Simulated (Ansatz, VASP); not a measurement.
# NiO in VASP and in Ansatz

File POSCAR:

```
NiO
1.0
    0.0000000000      2.0979100000      2.0979100000
    2.0979100000      0.0000000000      2.0979100000
    2.0979100000      2.0979100000      0.0000000000
Ni O
1 1
Direct
    0.0000000000      0.0000000000      0.0000000000
    0.5000000000      0.5000000000      0.5000000000
```

Contents of INCAR.step1:

```
SYSTEM = NiO
PREC     = Accurate       ! precision mode
ENCUT    = 520            ! plane-wave cutoff, eV
ISMEAR   = -1             ! smearing method
SIGMA    = 0.1            ! smearing width, eV
LREAL    = .False.        ! projectors in reciprocal space
LASPH    = .True.         ! aspherical terms in the spheres
NELM     = 150            ! most SCF steps
ISPIN    = 2              ! spin polarisation
MAGMOM   = 2 0            ! initial moments
LMAXMIX  = 4              ! l up to which the mixer works
LDAU     = .True.         ! DFT+U
LDAUTYPE = 2            
LDAUL    = 2 -1           ! shell
LDAUU    = 3.1 0          ! U, eV
LDAUJ    = 0 0          
NBANDS   = 19             ! bands
GGA      = PE             ! functional
ALGO     = Normal         ! electronic algorithm
EDIFF    = 1E-4           ! SCF threshold, eV
LWAVE    = .True.         ! write WAVECAR
LCHARG   = .False.        ! write CHGCAR
```

The input INCAR.step2:

```
SYSTEM = NiO
PREC     = Accurate       ! precision mode
ENCUT    = 520            ! plane-wave cutoff, eV
EDIFF    = 1E-6           ! SCF threshold, eV
ISMEAR   = -1             ! smearing method
SIGMA    = 0.1            ! smearing width, eV
LREAL    = .False.        ! projectors in reciprocal space
LASPH    = .True.         ! aspherical terms in the spheres
NELM     = 150            ! most SCF steps
ALGO     = Normal         ! electronic algorithm
ISIF     = 2              ! what is computed and relaxed
LWAVE    = .False.        ! write WAVECAR
LCHARG   = .True.         ! write CHGCAR
ISPIN    = 2              ! spin polarisation
MAGMOM   = 2 0            ! initial moments
LORBIT   = 11             ! projections on sites
LMAXMIX  = 4              ! l up to which the mixer works
LDAU     = .True.         ! DFT+U
LDAUTYPE = 2            
LDAUL    = 2 -1           ! shell
LDAUU    = 3.1 0          ! U, eV
LDAUJ    = 0 0          
LDAUPRINT= 1            
METAGGA  = R2SCAN         ! meta-GGA
LMIXTAU  = .True.       
LELF     = .True.         ! ELF
LVHAR    = .True.       
NBANDS   = 19             ! bands
ISTART   = 1
```

File KPOINTS:

```
Automatic mesh
0
Gamma
  9 9 9
  0 0 0
```

Input for Ansatz:

```yaml
crystal:
  lattice:
    - [0.0, 2.09791, 2.09791]
    - [2.09791, 0.0, 2.09791]
    - [2.09791, 2.09791, 0.0]
  atoms:
    - { symbol: Ni, position: [0.0, 0.0, 0.0], spin: 2.0 }
    - { symbol: O, position: [0.5, 0.5, 0.5] }
magnetization:
  spin_polarized: true
hamiltonian:
  xc: r2scan
  pseudopotentials: { kind: paw }
  hubbard: { sites: [{ species: Ni, l: d, u_eff: 3.1 }] }
basis:
  ecutwfc: 500
kpoints:
  mp_grid: { grid: [9, 9, 9] }
scf:
  occupations: { method: fermi_dirac, width: 0.1 }
  lower_state_search: "off"
  algorithm: density_mixing
  max_iter: 50
  mixing: { algorithm: anderson, ndim: 1, beta: 0.2, preconditioner: none }
output:
  forces: true
  stress: true
```

Alike in both runs: task single point; functional r2SCAN; k mesh 9 × 9 × 9; occupations fermi-dirac, width 0.1 eV; collinear spin; Hubbard terms Ni d U = 3.1 eV.

|  | VASP | Ansatz |
| --- | --- | --- |
| version | VASP 6.6.1 | Ansatz 0.2.0 |
| potentials or method | VASP PAW PBE potentials, release 64 (Ni, O), cutoff 520 eV | PAW, plane waves, scalar-relativistic |
| valence electrons in the cell | 16 | 24 |

```tsv
	VASP	Ansatz	Ansatz less VASP
pressure (GPa)	-2.6	1.5	+4.06
net moment per atom (μB)	1.00	1.00	0.000
size of the moment on the site where the two differ most (μB)	1.79	1.73	-0.063
```

VASP's potentials were made for PBE, not for r2SCAN. Site moments also hang on the region over which each program counts them. The programs project onto different local orbitals, so the same U acts differently, and such runs can settle in different states. VASP's potentials hold 16 valence electrons a cell and Ansatz's 24, so a difference there can come from the potentials and not from the codes. Ansatz's warnings: stability check not made.
